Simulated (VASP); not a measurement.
A run of VASP 6.6.1:

The input INCAR:

```
ALGO     = Normal         # electronic algorithm
EDIFF    = 1E-6           # SCF threshold, eV
ENCUT    = 500            # plane-wave cutoff, eV
GGA      = PE             # functional
GGA_COMPAT= False        
ISIF     = 2              # what is computed and relaxed
ISMEAR   = -1             # smearing method
LASPH    = True           # aspherical terms in the spheres
LCHARG   = False          # write CHGCAR
LREAL    = False          # projectors in reciprocal space
LWAVE    = False          # write WAVECAR
NBANDS   = 13             # bands
NELM     = 120            # most SCF steps
PREC     = Accurate       # precision mode
SIGMA    = 0.2            # smearing width, eV
```

File KPOINTS:

```
k-points
0
Gamma
  4 4 4
```

Contents of POSCAR:

```
Pb
1.0
    0.0000000000      2.4750200000      2.4750200000
    2.4750200000      0.0000000000      2.4750200000
    2.4750200000      2.4750200000      0.0000000000
Pb
1
Direct
    0.0000000000      0.0000000000      0.0000000000
```

Potentials or basis: VASP PAW PBE potentials, release 64 (Pb_d).

Run with:

```sh
$ cat potpaw_PBE.64/Pb_d/POTCAR > POTCAR
$ mpirun -np 1 vasp_std > vasp.out
```

Hardware: 1 thread of AMD EPYC 9R45 96-Core Processor (Zen 5), on a shared host.

Problem. How long does it take, and how much memory?

Solution. Wall time 2.7 s on 1 thread of AMD EPYC 9R45 96-Core Processor (Zen 5), on a shared host, peak memory 0.12 GiB. Counts: scf iterations 9, k points 8.
